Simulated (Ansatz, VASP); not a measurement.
# SiO2 in VASP and in Ansatz

The input INCAR:

```
SYSTEM = SiO2
  PREC = Accurate
  ENCUT = 520
  EDIFF = 1E-8
  ISMEAR = -1
  SIGMA = 0.02
  LREAL = .FALSE.
  LASPH = .TRUE.
  NELM = 100
  ALGO = Normal
  ISIF = 2
  LWAVE = .FALSE.
  LCHARG = .FALSE.
  GGA = PE
  LEFG = .TRUE.
  NBANDS = 44
```

File KPOINTS:

```
regular mesh
0
G
  5 5 4
  0 0 0
```

POSCAR

```
SiO2
1.0
    4.9501000000      0.0000000000      0.0000000000
    0.0000000000      4.9501000000      0.0000000000
    0.0000000000      0.0000000000      6.8760000000
Si O
4 8
Direct
    0.3027000000      0.3027000000      0.0000000000
    0.1973000000      0.8027000000      0.2500000000
    0.6973000000      0.6973000000      0.5000000000
    0.8027000000      0.1973000000      0.7500000000
    0.2388000000      0.1086000000      0.1817000000
    0.3914000000      0.7388000000      0.4317000000
    0.7612000000      0.8914000000      0.6817000000
    0.6086000000      0.2612000000      0.9317000000
    0.7388000000      0.3914000000      0.5683000000
    0.8914000000      0.7612000000      0.3183000000
    0.2612000000      0.6086000000      0.0683000000
    0.1086000000      0.2388000000      0.8183000000
```

Input for Ansatz:

```yaml
crystal:
  lattice:
    - [4.9501, 0.0, 0.0]
    - [0.0, 4.9501, 0.0]
    - [0.0, 0.0, 6.876]
  atoms:
    - { symbol: Si, position: [0.3027, 0.3027, 0.0] }
    - { symbol: Si, position: [0.1973, 0.8027, 0.25] }
    - { symbol: Si, position: [0.6973, 0.6973, 0.5] }
    - { symbol: Si, position: [0.8027, 0.1973, 0.75] }
    - { symbol: O, position: [0.2388, 0.1086, 0.1817] }
    - { symbol: O, position: [0.3914, 0.7388, 0.4317] }
    - { symbol: O, position: [0.7612, 0.8914, 0.6817] }
    - { symbol: O, position: [0.6086, 0.2612, 0.9317] }
    - { symbol: O, position: [0.7388, 0.3914, 0.5683] }
    - { symbol: O, position: [0.8914, 0.7612, 0.3183] }
    - { symbol: O, position: [0.2612, 0.6086, 0.0683] }
    - { symbol: O, position: [0.1086, 0.2388, 0.8183] }
kpoints:
  mp_grid: { grid: [5, 5, 4] }
scf:
  occupations: { method: fermi_dirac, width: 0.02 }
hamiltonian:
  xc: pbe
  pseudopotentials: { kind: paw, frozen_core: stored }
output:
  forces: true
  stress: true
  populations: true
  efg: { quadrupole_moments_barn: { O: -0.02558 } }
```

Alike in both runs: task electric field gradients; functional PBE; k mesh 5 × 5 × 4; occupations fermi-dirac, width 0.02 eV; no spin polarisation.

```csv
,VASP,Ansatz
version,VASP 6.6.1,Ansatz 0.2.0
potentials or method,"VASP PAW PBE potentials, release 64 (Si, O)","plane-wave PAW, scalar-relativistic"
plane-wave cutoff (eV),520,420
valence electrons in the cell,64,64
```

|  | VASP | Ansatz | Ansatz less VASP |
| --- | --- | --- | --- |
| gap on the k mesh at the Fermi level (eV) | 5.82 | 5.82 | -0.002 |
| pressure (GPa) | 8.2 | 8.0 | -0.16 |
| traceless stress, the component that is largest in VASP (GPa) | -0.66 | -0.61 | +0.047 |
| rms of the force components (eV/Å) | 0.254 | 0.257 | +0.0024 |
| size of Vzz on the site where it differs most (V/Å²) | 85.3 | 92.7 | +7.44 |

Atom by atom the forces differ by 0.008 eV/Å (rms over components). The functional is the same, so the differences come from potentials, cutoffs and numerics.
